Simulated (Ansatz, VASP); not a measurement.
Two plane-wave programs on CdHg3Se4

```
Cd Hg Se
1.0
     6.21575   -0.00584   -0.00314
    -0.00560    6.23348    0.00201
    -0.00194    0.00262    6.27472
Cd Hg Se
1 3 4
Cartesian
  -0.0154 0.0105 0.0005
  3.0853 -0.0124 3.1652
  3.1255 3.1285 0.0015
  0.0127 3.1038 3.1123
  4.6531 1.5366 1.5667
  4.6807 4.6742 4.7005
  1.5419 1.5595 4.7248
  1.5409 4.6901 1.5492
```

Change from the starting cell: cell x1, atoms moved at random (sigma 0.15 Å) and cell strained at random (1.5 %), then relaxed without symmetry.

Alike in both runs: functional PBE; k mesh 4 × 4 × 4; occupations gaussian, width 0.2 eV; no spin polarisation.

Ansatz relaxed the structure, and its values are those at the end. VASP's run is a single point on that final structure, the one shown.

|  | VASP | Ansatz |
| --- | --- | --- |
| version | VASP 6.6.1 | Ansatz 0.2.0 |
| potentials or method | VASP PAW PBE potentials, release 64 (Cd, Hg, Se), cutoff 520 eV | scalar-relativistic, plane waves, PAW |
| valence electrons in the cell | 72 | 144 |

Ansatz gave:

- pressure (GPa): 0.1
- rms of the force components (eV/Å): 0.005

Problem. Estimate VASP's values.

Solution. Pressure (GPa): 0.3; rms of the force components (eV/Å): 0.005.

With one functional, cell and mesh, what is left measures potentials, basis and numerics. VASP's potentials hold 72 valence electrons a cell and Ansatz's 144, so a difference there can come from the potentials and not from the codes.

Neither program's run includes spin-orbit coupling.
